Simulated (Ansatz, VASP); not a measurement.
PbO2 in VASP and in Ansatz

```
Pb O
1.0
     4.98385    0.00000    0.00000
     0.00000    4.98385    0.00000
     0.00000    0.00000    3.40762
Pb O
2 4
Direct
  0.00000 0.00000 0.00000
  0.50000 0.50000 0.50000
  0.30721 0.30721 0.00000
  0.19279 0.80721 0.50000
  0.80721 0.19279 0.50000
  0.69279 0.69279 0.00000
```

Alike in both runs: task single point; functional r2SCAN; k mesh 6 × 6 × 8; occupations fermi-dirac, width 0.02 eV; no spin polarisation.

```csv
,VASP,Ansatz
version,VASP 6.6.1,Ansatz 0.2.0
potentials or method,"VASP PAW PBE potentials, release 64 (Pb_d, O)","plane waves, PAW"
plane-wave cutoff (eV),520,500
valence electrons in the cell,52,52
```

```csv
,VASP,Ansatz,Ansatz less VASP
pressure (GPa),0.8,-0.1,-0.89
"traceless stress, the component that is largest in VASP (GPa)",0.14,-0.13,-0.272
rms of the force components (eV/Å),0.003,0.005,+0.0023
```

VASP's potentials were made for PBE, not for r2SCAN. Atom by atom the forces differ by 0.008 eV/Å (rms over components).

Spin-orbit coupling is off throughout.
